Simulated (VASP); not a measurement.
# Sb in VASP: settings compared

Sb is run at these levels: PBEsol, PBEsol+D3(BJ), PBEsol+D4; tasks: single point.

Everything below comes from runs of VASP 6.6.1. Logs are shortened: lines on timing, memory, paths and dates and some standing lists are left out, and cuts for length are marked.

### Step 1. The cell of the first run

The cell holds a slab with vacuum, 5 atoms: a = 3.160 Å, b = 4.469 Å, c = 23.938 Å, α = 90.00°, β = 90.00°, γ = 90.00°.

### Step 2. Single point, PBEsol

INCAR reads:

```
SYSTEM = Sb
ALGO     = Normal         ! electronic algorithm
DIPOL    = 0.5 0.5 0.494
EDIFF    = 1E-6           ! SCF threshold, eV
ENCUT    = 520            ! plane-wave cutoff, eV
GGA      = PS             ! functional
IDIPOL   = 3            
ISIF     = 2              ! what is computed and relaxed
ISMEAR   = -1             ! smearing method
LASPH    = .TRUE.         ! aspherical terms in the spheres
LCHARG   = .FALSE.        ! write CHGCAR
LDIPOL   = .TRUE.       
LREAL    = .FALSE.        ! projectors in reciprocal space
LWAVE    = .FALSE.        ! write WAVECAR
NBANDS   = 20             ! bands
NELM     = 100            ! most SCF steps
PREC     = Accurate       ! precision mode
SIGMA    = 0.05           ! smearing width, eV
```

KPOINTS reads:

```
k-points
0
G
  8 6 1
  0 0 0
```

POSCAR reads:

```
Sb
1.0
    3.1600000000      0.0000000000      0.0000000000
    0.0000000000      4.4689148571      0.0000000000
    0.0000000000      0.0000000000     23.9378297142
Sb
5
Direct
    0.0000000000      0.5000000000      0.3133116114
    0.0000000000      0.0000000000      0.4066558057
    0.0000000000      0.5000000000      0.4933211501
    0.0000000000      0.0000000000      0.5885911164
    0.0000000000      0.5000000000      0.6684895085
```

Potentials or basis: VASP PAW PBE potentials, release 64 (Sb).

Launch:

```bash
cat potpaw_PBE.64/Sb/POTCAR > POTCAR
mpirun -np 1 vasp_std > vasp.out
```

OUTCAR:

```text
SYSTEM = Sb
   EDIFF = 1E-6
   ENCUT = 520
   GGA = PS
   ISIF = 2
   ISMEAR = -1
   LASPH = .TRUE.
   LREAL = .FALSE.
   NELM = 100
   PREC = Accurate

 ion  position               nearest neighbor table
   1  0.000  0.500  0.313-   2 3.16   2 3.16
   2  0.000  0.000  0.407-   3 3.05   3 3.05   1 3.16   1 3.16
   3  0.000  0.500  0.493-   2 3.05   2 3.05   4 3.19   4 3.19
   4  0.000  0.000  0.589-   5 2.94   5 2.94   3 3.19   3 3.19
   5  0.000  0.500  0.668-   4 2.94   4 2.94

  LATTYP: Found a simple orthorhombic cell.
 ALAT       =     3.1600000000
 B/A-ratio  =     1.4142135624
 C/A-ratio  =     7.5752625678

  Lattice vectors:

 A1 = (   3.1600000000,   0.0000000000,   0.0000000000)
 A2 = (   0.0000000000,   4.4689148571,   0.0000000000)
 A3 = (   0.0000000000,   0.0000000000,  23.9378297142)

Analysis of symmetry for initial positions (statically):
=====================================================================
 Subroutine PRICEL returns:
 Original cell was already a primitive cell.

 Routine SETGRP: Setting up the symmetry group for a
 simple orthorhombic supercell.

 Subroutine GETGRP returns: Found  4 space group operations
 (whereof  4 operations were pure point group operations)
 out of a pool of  8 trial point group operations.

The static configuration has the point symmetry C_2v.

Analysis of symmetry for dynamics (positions and initial velocities):
=====================================================================
 Subroutine PRICEL returns:
 Original cell was already a primitive cell.

 Routine SETGRP: Setting up the symmetry group for a
 simple orthorhombic supercell.

 Subroutine GETGRP returns: Found  4 space group operations
 (whereof  4 operations were pure point group operations)
 out of a pool of  8 trial point group operations.

The dynamic configuration has the point symmetry C_2v.

 Subroutine INISYM returns: Found  4 space group operations
 (whereof  4 operations are pure point group operations),
 and found     1 'primitive' translations

----------------------------------------------------------------------------------------

                                     Primitive cell

  volume of cell :     338.0445

  direct lattice vectors                    reciprocal lattice vectors
     3.160000000  0.000000000  0.000000000     0.316455696  0.000000000  0.000000000
     0.000000000  4.468914857  0.000000000     0.000000000  0.223767969  0.000000000
     0.000000000  0.000000000 23.937829714     0.000000000  0.000000000  0.041774882

  length of vectors
     3.160000000  4.468914857 23.937829714     0.316455696  0.223767969  0.041774882

  position of ions in fractional coordinates (direct lattice)
     0.000000000  0.500000000  0.313311611
     0.000000000  0.000000000  0.406655806
     0.000000000  0.500000000  0.493321150
     0.000000000  0.000000000  0.588591116
     0.000000000  0.500000000  0.668489509

  ion indices of the primitive-cell ions
   primitive index   ion index
                 1           1
                 2           2
                 3           3
                 4           4
                 5           5

----------------------------------------------------------------------------------------

 KPOINTS: k-points

Automatic generation of k-mesh.
 Grid dimensions read from file:
 generate k-points for:    8    6    1

 Generating k-lattice:

  Cartesian coordinates                     Fractional coordinates (reciprocal lattice)
     0.039556962  0.000000000  0.000000000     0.125000000  0.000000000  0.000000000
     0.000000000  0.037294661  0.000000000     0.000000000  0.166666667  0.000000000
     0.000000000  0.000000000  0.041774882     0.000000000  0.000000000  1.000000000

  Length of vectors
     0.039556962  0.037294661  0.041774882

  Shift w.r.t. Gamma in fractional coordinates (k-lattice)
     0.000000000  0.000000000  0.000000000

 Subroutine IBZKPT returns following result:
 ===========================================

 Found     20 irreducible k-points:

 Following reciprocal coordinates:
            Coordinates               Weight
  0.000000  0.000000  0.000000      1.000000
  0.125000  0.000000  0.000000      2.000000
  0.250000  0.000000  0.000000      2.000000
  0.375000  0.000000  0.000000      2.000000
  0.500000  0.000000  0.000000      1.000000
  0.000000  0.166667  0.000000      2.000000
[... 12 lines left out ...]
  0.375000  0.500000  0.000000      2.000000
  0.500000  0.500000  0.000000      1.000000
   k-points           NKPTS =     20   k-points in BZ     NKDIM =     20   number of bands    NBANDS=     20
   number of dos      NEDOS =    301   number of ions     NIONS =      5
   total plane-waves  NPLWV = 155520
   dimension x,y,z NGX =    24 NGY =   36 NGZ =  180
   dimension x,y,z NGXF=    48 NGYF=   72 NGZF=  360
   ions per type =               5
   NGX,Y,Z   is equivalent  to a cutoff of  12.63, 13.39, 12.50 a.u.
   NGXF,Y,Z  is equivalent  to a cutoff of  25.25, 26.78, 25.00 a.u.
 SYSTEM =  Sb
   PREC   = accura    normal or accurate (medium, high low for compatibility)
   ISTART =      0    job   : 0-new  1-cont  2-samecut
   ICHARG =      2    charge: 1-file 2-atom 10-const
   ISPIN  =      1    spin polarized calculation?
   LNONCOLLINEAR =      F non collinear calculations
   LSORBIT =      F    spin-orbit coupling
   LASPH  =      T    aspherical Exc in radial PAW
   ENCUT  =  520.0 eV  38.22 Ry    6.18 a.u.   5.88  8.31 44.51*2*pi/ulx,y,z
   NELM   =    100;   NELMIN=  2; NELMDL= -5     # of ELM steps
   EDIFF  = 0.1E-05   stopping-criterion for ELM
   LREAL  =      F    real-space projection
   EDIFFG = 0.1E-04   stopping-criterion for IOM
   NSW    =      0    number of steps for IOM
   IBRION =     -1    ionic relax: 0-MD 1-quasi-New 2-CG
   NFREE  =      0    steps in history (QN), initial steepest desc. (CG)
   ISIF   =      2    stress and relaxation
   ISYM   =      2    0-nonsym 1-usesym 2-fastsym
   POTIM  = 0.5000    time-step for ionic-motion
   TEBEG  =    0.0;   TEEND  =   0.0 temperature during run
   PSTRESS=    0.0 pullay stress
   NELECT =      25.0000    total number of electrons
   NUPDOWN=      -1.0000    fix difference up-down
   EMIN   =  10.00;   EMAX   =-10.00  energy-range for DOS
   EFERMI =   0.00;   METHOD = LEGACY
   ISMEAR =    -1;   SIGMA  =   0.05  broadening in eV -4-tet -1-fermi 0-gaus
   EFERMI_NEDOS =   21; number of points for ismear=-14 and -15
   IALGO  =     38    algorithm
   IMIX   =      4    mixing-type and parameters
     AMIX     =   0.40;   BMIX     =  1.00
     AMIX_MAG =   1.60;   BMIX_MAG =  1.00
  volume/ion in A,a.u.               =      67.61       456.25
  Fermi-wavevector in a.u.,A,eV,Ry     =   0.687169  1.298561  6.424687  0.472201
  Thomas-Fermi vector in A             =   1.767607
   LORBIT       =      0    0 simple, 1 ext, 2 COOP (PROOUT), +10 PAW based schemes
   GGA     = PS    functional components
   LHFCALC =     F    Hartree Fock is set to
   AEXX    =    0.0000 exact exchange contribution
   IVDW    =     0    specifies the selected vdW correction
   LEPSILON=     F    determine dielectric tensor
   LRPA    =     F    only Hartree local field effects (RPA)
 non-spin polarized calculation
  energy-cutoff  :      520.00
  volume of cell :      338.04
 maximum number of plane-waves:      9152
 NGX is ok and might be reduce to    24
   NGX = 11   NGY = 17   NGZ = 89

 dipolmoment           0.000000      0.000000      0.030279 electrons x Angstroem

 number of electron      25.0000002 magnetization

 dipolmoment           0.000000      0.000000     -0.007128 electrons x Angstroem

 Free energy of the ion-electron system (eV)
  ---------------------------------------------------
  ext. energy  EPLUGINS =         0.00000000
  ---------------------------------------------------
  free energy    TOTEN  =       -21.63616471 eV

  energy without entropy =      -21.61294344  energy(sigma->0) =      -21.62455408

 E-fermi :   0.5014     XC(G=0):  -4.9734

 val. band max:        0.4656799932   @ k =   0.2500   0.5000   0.0000
 cond. band min:       0.5424470521   @ k =   0.2500   0.1667   0.0000
 fundamental gap:      0.0767670589
 Fermi energy:         0.5014140539

 k-point     1 :       0.0000    0.0000    0.0000
  band No.  band energies     occupation
      1     -11.5076      2.00000
      2     -10.8854      2.00000
      3      -9.5909      2.00000
      4      -8.1843      2.00000
      5      -7.0795      2.00000
      6      -2.8383      2.00000
[... 12 lines left out ...]
     19       4.6782      0.00000
     20       4.7493      0.00000

 k-point     2 :       0.1250    0.0000    0.0000
  band No.  band energies     occupation
      1     -11.2963      2.00000
      2     -10.6736      2.00000
      3      -9.3764      2.00000
      4      -7.9671      2.00000
      5      -6.8590      2.00000
      6      -2.6434      2.00000
[... 12 lines left out ...]
     19       3.9247      0.00000
     20       4.5420      0.00000

 k-point     3 :       0.2500    0.0000    0.0000
  band No.  band energies     occupation
      1     -10.6894      2.00000
      2     -10.0645      2.00000
      3      -8.7564      2.00000
      4      -7.3352      2.00000
      5      -6.2118      2.00000
      6      -2.1082      2.00000
[... 12 lines left out ...]
     19       3.2056      0.00000
     20       3.9968      0.00000

 k-point     4 :       0.3750    0.0000    0.0000
  band No.  band energies     occupation
      1      -9.8331      2.00000
      2      -9.2024      2.00000
      3      -7.8654      2.00000
      4      -6.4093      2.00000
      5      -5.2378      2.00000
      6      -3.6470      2.00000
[... 12 lines left out ...]
     19       4.0402      0.00000
     20       4.7298      0.00000

 k-point     5 :       0.5000    0.0000    0.0000
  band No.  band energies     occupation
      1      -9.3104      2.00000
      2      -8.6733      2.00000
      3      -7.3026      2.00000
      4      -5.8010      2.00000
      5      -4.6697      2.00000
      6      -4.5586      2.00000
[... 12 lines left out ...]
     19       4.5500      0.00000
     20       5.1233      0.00000
[... 261 lines left out ...]
      6      -4.1808      2.00000
[... 12 lines left out ...]
     19       4.3355      0.00000
     20       4.7903      0.00000

 k-point    18 :       0.2500    0.5000    0.0000
  band No.  band energies     occupation
      1      -9.0275      2.00000
      2      -8.9854      2.00000
      3      -8.6776      2.00000
      4      -8.5483      2.00000
      5      -8.2185      2.00000
      6      -3.6178      2.00000
[... 12 lines left out ...]
     19       4.9130      0.00000
     20       5.3867      0.00000

 k-point    19 :       0.3750    0.5000    0.0000
  band No.  band energies     occupation
      1      -8.1540      2.00000
      2      -8.1108      2.00000
      3      -7.7888      2.00000
      4      -7.6549      2.00000
      5      -7.3015      2.00000
      6      -2.8807      2.00000
[... 12 lines left out ...]
     19       4.0447      0.00000
     20       4.1946      0.00000

 k-point    20 :       0.5000    0.5000    0.0000
  band No.  band energies     occupation
      1      -7.6113      2.00000
      2      -7.5671      2.00000
      3      -7.2278      2.00000
      4      -7.0889      2.00000
      5      -6.7063      2.00000
      6      -3.1625      2.00000
[... 12 lines left out ...]
     19       3.9013      0.00000
     20       4.3707      0.00000

------------------------ aborting loop because EDIFF is reached ----------------------------------------

 vacuum level on the upper side and lower side of the slab       (xc-potential included)        -0.173        -0.089

  FORCE on cell =-STRESS in cart. coord.  units (eV):
  Direction    XX          YY          ZZ          XY          YZ          ZX
  --------------------------------------------------------------------------------------
  -------------------------------------------------------------------------------------
  Total       -6.0580578     -4.2033111     -1.5646328      0.0000000      0.0000000      0.0000000
  in kB      -28.7124374    -19.9217819     -7.4156477      0.0000000      0.0000000      0.0000000
  external PRESSURE =     -18.6832890 kB  Pullay stress =       0.0000000 kB

 VOLUME and BASIS-vectors are now :
 -----------------------------------------------------------------------------
  energy-cutoff  :      520.00
  volume of cell :      338.04
      direct lattice vectors                 reciprocal lattice vectors
     3.160000000  0.000000000  0.000000000     0.316455696  0.000000000  0.000000000
     0.000000000  4.468914857  0.000000000     0.000000000  0.223767969  0.000000000
     0.000000000  0.000000000 23.937829714     0.000000000  0.000000000  0.041774882

 POSITION                                       TOTAL-FORCE (eV/Angst)
 -----------------------------------------------------------------------------------
      0.00000      2.23446      7.50000         0.000000      0.000000      0.736913
      0.00000      0.00000      9.73446         0.000000      0.000000     -0.743532
      0.00000      2.23446     11.80904         0.000000      0.000000      0.005898
      0.00000      0.00000     14.08959         0.000000      0.000000     -0.035074
      0.00000      2.23446     16.00219         0.000000      0.000000      0.035796
 -----------------------------------------------------------------------------------
    total drift:                               -0.000000      0.000000      0.000137

  FREE ENERGIE OF THE ION-ELECTRON SYSTEM (eV)
  ---------------------------------------------------
  free  energy   TOTEN  =       -21.6361647096 eV

  energy  without entropy=      -21.6129434442  energy(sigma->0) =      -21.62455408

 vacuum level on the upper side and lower side of the slab         4.913         4.996
```

Run time: 3.5 min. Hardware: 1 thread of Intel Xeon Platinum 8259CL at 2.50GHz (Skylake/Cascade Lake), shared host; peak memory 0.42 GiB.

What came out:

```
Free energy   : -21.6362 eV
Largest force : 0.744 eV/Å
```

Forces on the atoms (eV/Å):
```
Sb   0.000  0.000  0.737
Sb   0.000  0.000 -0.744
Sb   0.000  0.000  0.006
Sb   0.000  0.000 -0.035
Sb   0.000  0.000  0.036
```

Caveat: the PAW data sets were made with another functional, which shifts forces and pressure a little; spin-orbit coupling is left out, which moves the levels of the heavy elements.

### Step 3. Single point, PBEsol+D3(BJ)

INCAR reads:

```
PREC = Accurate
ENCUT = 520
EDIFF = 1E-6
ISMEAR = -1
SIGMA = 0.05
LREAL = F
LASPH = T
NELM = 100
ALGO = Normal
ISIF = 2
LWAVE = F
LCHARG = T
LDIPOL = T
IDIPOL = 3
DIPOL = 0.5 0.5 0.492
GGA = PS
IVDW = 12
LELF = T
LVHAR = T
LVACPOTAV = T
NBANDS = 20
```

KPOINTS reads:

```
regular mesh
0
Gamma
  8 6 1
```

POSCAR reads:

```
Sb
1.0
    3.1600000000      0.0000000000      0.0000000000
    0.0000000000      4.4689148571      0.0000000000
    0.0000000000      0.0000000000     23.9378297142
Sb
5
Direct
    0.0000000000      0.5000000000      0.3133116114
    0.0000000000      0.0000000000      0.4066558057
    0.0000000000      0.5000000000      0.4916317057
    0.0000000000      0.0000000000      0.5843741888
    0.0000000000      0.5000000000      0.6639355430
```

Potentials or basis: VASP PAW PBE potentials, release 64 (Sb).

Launch:

```bash
cat potpaw_PBE.64/Sb/POTCAR > POTCAR
mpirun -np 1 vasp_std > vasp.out
```

OUTCAR:

```text
PREC = Accurate
   ENCUT = 520
   EDIFF = 1E-6
   ISMEAR = -1
   LREAL = F
   LASPH = T
   NELM = 100
   ISIF = 2
   GGA = PS
   IVDW = 12
 IVDW          = 12

 ion  position               nearest neighbor table
   1  0.000  0.500  0.313-   2 3.16   2 3.16
   2  0.000  0.000  0.407-   3 3.02   3 3.02   1 3.16   1 3.16
   3  0.000  0.500  0.492-   2 3.02   2 3.02   4 3.15   4 3.15
   4  0.000  0.000  0.584-   5 2.94   5 2.94   3 3.15   3 3.15
   5  0.000  0.500  0.664-   4 2.94   4 2.94
[... 666 lines left out ...]
  --------------------------------------------------------------------------------------
  -------------------------------------------------------------------------------------
  Total      -7.78559    -5.25753    -1.70217     0.00000     0.00000     0.00000
  in kB     -36.90016   -24.91829    -8.06752     0.00000     0.00000     0.00000
  external pressure =      -23.30 kB  Pullay stress =        0.00 kB

 VOLUME and BASIS-vectors are now :
 -----------------------------------------------------------------------------
  energy-cutoff  :      520.00
  volume of cell :      338.04
      direct lattice vectors                 reciprocal lattice vectors
     3.160000000  0.000000000  0.000000000     0.316455696  0.000000000  0.000000000
     0.000000000  4.468914857  0.000000000     0.000000000  0.223767969  0.000000000
     0.000000000  0.000000000 23.937829714     0.000000000  0.000000000  0.041774882

 POSITION                                       TOTAL-FORCE (eV/Angst)
 -----------------------------------------------------------------------------------
      0.00000      2.23446      7.50000         0.000000      0.000000      0.794953
      0.00000      0.00000      9.73446         0.000000      0.000000     -0.808817
      0.00000      2.23446     11.76860         0.000000      0.000000      0.013047
      0.00000      0.00000     13.98865         0.000000      0.000000     -0.033008
      0.00000      2.23446     15.89318         0.000000      0.000000      0.033825
 -----------------------------------------------------------------------------------
    total drift:                               -0.000000     -0.000000      0.000052

  FREE ENERGIE OF THE ION-ELECTRON SYSTEM (eV)
  ---------------------------------------------------
  free  energy   TOTEN  =       -23.3194832576 eV

  energy  without entropy=      -23.2967446901  energy(sigma->0) =      -23.30811397

 vacuum level on the upper side and lower side of the slab         5.019         5.108
```

Run time: 3.4 min. Hardware: 1 thread of Intel Xeon Platinum 8259CL at 2.50GHz (Skylake/Cascade Lake), shared host; peak memory 0.43 GiB.

Results:

```yaml
Free_energy: -23.3195 eV
Largest_force: 0.809 eV/Å
Dispersion_energy_per_atom: -0.339 eV
```

Forces on the atoms (eV/Å):
```
Sb   0.000  0.000  0.795
Sb   0.000  0.000 -0.809
Sb   0.000  0.000  0.013
Sb   0.000  0.000 -0.033
Sb   0.000  0.000  0.034
```

Caveat: the PAW data sets were made with another functional, which shifts forces and pressure a little; spin-orbit coupling is left out, which moves the levels of the heavy elements.

(Continued in part 2 of 2.)
